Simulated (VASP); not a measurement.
Wanted: the native input for a VASP 6.6.1 run.

```
Task                   : single point
Functional             : r2SCAN
Potentials or basis    : VASP PAW PBE potentials, release 64 (Si, O)
Cutoff                 : 520 eV
k mesh                 : 6 × 6 × 8
Occupations            : gaussian, width 0.05 eV
Spin                   : no spin polarisation
Dipole correction      : no
Further INCAR settings : ALGO = Normal; EDIFF = 1e-07; NBANDS = 25
```

The system is SiO2.

```
Si O
1.0
     4.18541    0.00000    0.00000
     0.00000    4.18541    0.00000
     0.00000    0.00000    2.66874
Si O
2 4
Direct
  0.50000 0.50000 0.50000
  0.00000 0.00000 0.00000
  0.70233 0.68544 0.00000
  0.20233 0.81456 0.50000
  0.29767 0.31456 0.00000
  0.79767 0.18544 0.50000
```

This cell differs from its parent crystal: atoms displaced along a vibrational mode.

These files were run (other wordings do the same):

POSCAR

```
SiO2
1.0
    4.1854060762      0.0000000000      0.0000000000
    0.0000000000      4.1854060762      0.0000000000
    0.0000000000      0.0000000000      2.6687449733
Si O
2 4
Direct
    0.5000000000      0.5000000000      0.5000000000
    0.0000000000      0.0000000000      0.0000000000
    0.7023324914      0.6854379114      0.0000000000
    0.2023324914      0.8145620886      0.5000000000
    0.2976675086      0.3145620886      0.0000000000
    0.7976675086      0.1854379114      0.5000000000
```

INCAR.step1

```
ALGO     = Normal         # electronic algorithm
EDIFF    = 1E-4           # SCF threshold, eV
ENCUT    = 520            # plane-wave cutoff, eV
GGA      = PE             # functional
ISMEAR   = 0              # smearing method
LASPH    = True           # aspherical terms in the spheres
LCHARG   = False          # write CHGCAR
LREAL    = False          # projectors in reciprocal space
LWAVE    = True           # write WAVECAR
NBANDS   = 25             # bands
NELM     = 60             # most SCF steps
PREC     = Accurate       # precision mode
SIGMA    = 0.05           # smearing width, eV
```

INCAR.step2

```
ALGO     = Normal         # electronic algorithm
EDIFF    = 1E-7           # SCF threshold, eV
ENCUT    = 520            # plane-wave cutoff, eV
ISIF     = 2              # what is computed and relaxed
ISMEAR   = 0              # smearing method
ISTART   = 1            
LASPH    = True           # aspherical terms in the spheres
LCHARG   = False          # write CHGCAR
LMIXTAU  = True         
LREAL    = False          # projectors in reciprocal space
LWAVE    = False          # write WAVECAR
METAGGA  = R2SCAN         # meta-GGA
NBANDS   = 25             # bands
NELM     = 60             # most SCF steps
PREC     = Accurate       # precision mode
SIGMA    = 0.05           # smearing width, eV
```

KPOINTS

```
k-points
0
Gamma
  6 6 8
```

Potentials or basis: VASP PAW PBE potentials, release 64 (Si, O).

Launch:

```bash
$ cat potpaw_PBE.64/Si/POTCAR potpaw_PBE.64/O/POTCAR > POTCAR
$ cp INCAR.step1 INCAR
$ mpirun -np 1 vasp_std > vasp.out
$ cp INCAR.step2 INCAR
$ mpirun -np 1 vasp_std > vasp.out
```

Results of the run:

```yaml
Pressure: 0.2 GPa
Largest_force: 0.163 eV/Å
Band_gap_on_the_k_mesh: 6.52 eV
```

Caveat: the cell differs from its parent crystal (atoms displaced along a vibrational mode); the stress differs along the axes, from -3 to 2 GPa; the PAW data sets were made with another functional, which shifts forces and pressure a little.

Wall time 4.1 min on 1 thread of Intel(R) Xeon(R) Platinum 8259CL CPU @ 2.50GHz (Skylake/Cascade Lake), on a shared host, peak memory 0.2 GiB.
